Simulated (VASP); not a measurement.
A run of VASP 6.6.1 is set up as follows.

The input INCAR:

```
PREC = Accurate ; ENCUT = 520
EDIFF = 1E-6 ; ISMEAR = 0
SIGMA = 0.1 ; LREAL = False
LASPH = True ; NELM = 60
ALGO = Normal ; ISIF = 2
LWAVE = False ; LCHARG = True
GGA = PE ; LELF = True
LVHAR = True ; NBANDS = 24
```

Contents of KPOINTS:

```
Automatic mesh
0
Gamma
  6 6 6
```

Contents of POSCAR:

```
Ge2P
1.0
    0.0000000000      3.1289952803      3.1289952803
    3.1289952803      0.0000000000      3.1289952803
    3.1289952803      3.1289952803      0.0000000000
Ge P
2 1
Direct
    0.7500000000      0.7500000000      0.7500000000
    0.2500000000      0.2500000000      0.2500000000
    0.0000000000      0.0000000000      0.0000000000
```

Potentials or basis: VASP PAW PBE potentials, release 64 (Ge_d, P).

Run with:

```bash
$ cat potpaw_PBE.64/Ge_d/POTCAR potpaw_PBE.64/P/POTCAR > POTCAR
$ mpirun -np 1 vasp_std > vasp.out
```

**Question.** Estimate the pressure.

**Answer.** 0.0 GPa.
